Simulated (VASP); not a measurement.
# Ni: single point with PBEsol+D4

Crystal: Ni.

```
Ni
1.0
     2.43629    0.00000    0.00000
    -1.21815    2.10989    0.00000
     0.00000    0.00000    3.98864
Ni
2
Direct
  0.66667 0.33333 0.75000
  0.33333 0.66667 0.25000
```

This isn't the form of Ni at room conditions, which is fcc.

```json
{"Program": "VASP 6.6.1", "Task": "single point", "Functional": "PBEsol", "Dispersion": "D4", "Potentials or basis": "VASP PAW PBE potentials, release 64 (Ni)", "Cutoff": "520 eV", "k mesh": "12 × 12 × 7", "Occupations": "fermi-dirac, width 0.05 eV", "Spin": "collinear spin, ferromagnetic start", "Starting moments": "[1.0, 1.0] μB", "Dipole correction": "no", "Further INCAR settings": "ALGO = Normal; EDIFF = 1e-06; NBANDS = 21"}
```

| Item | Value |
| --- | --- |
| Pressure | -0.2 GPa |
| Net moment | 1.25 μB per cell |
| Site moments | Ni +0.63 μB |
| Valence electrons inside the program's atomic spheres | Ni 9.43 |
| Dispersion energy per atom | -0.276 eV |

Levels at points of the mesh, in eV from the Fermi level:
Spin up:
| k point | band 7 | band 8 | band 9 | band 10 | band 11 | band 12 | band 13 | band 14 | band 15 | band 16 |
| --- | --- | --- | --- | --- | --- | --- | --- | --- | --- | --- |
| (0.00, 0.00, 0.00) | -2.20 | -1.76 | -1.76 | -0.72 | -0.72 | -0.51 | 6.03 | 23.06 | 25.41 | 25.41 |
| (0.50, 0.00, 0.00) | -2.17 | -0.61 | -0.52 | -0.47 | 1.21 | 3.21 | 9.65 | 10.28 | 12.83 | 13.97 |
Spin down:
| k point | band 7 | band 8 | band 9 | band 10 | band 11 | band 12 | band 13 | band 14 |
| --- | --- | --- | --- | --- | --- | --- | --- | --- |
| (0.00, 0.00, 0.00) | -1.52 | -1.09 | -1.09 | -0.53 | -0.01 | -0.01 | 6.44 | 22.98 |
| (0.50, 0.00, 0.00) | -1.52 | 0.15 | 0.20 | 0.29 | 1.70 | 3.60 | 9.80 | 10.42 |

Wall time 66 s on 1 thread of Intel(R) Xeon(R) Platinum 8259CL CPU @ 2.50GHz (Skylake/Cascade Lake) (shared host), peak memory 0.16 GiB.

Caveat: the PAW data sets were made with another functional, which shifts forces and pressure a little.
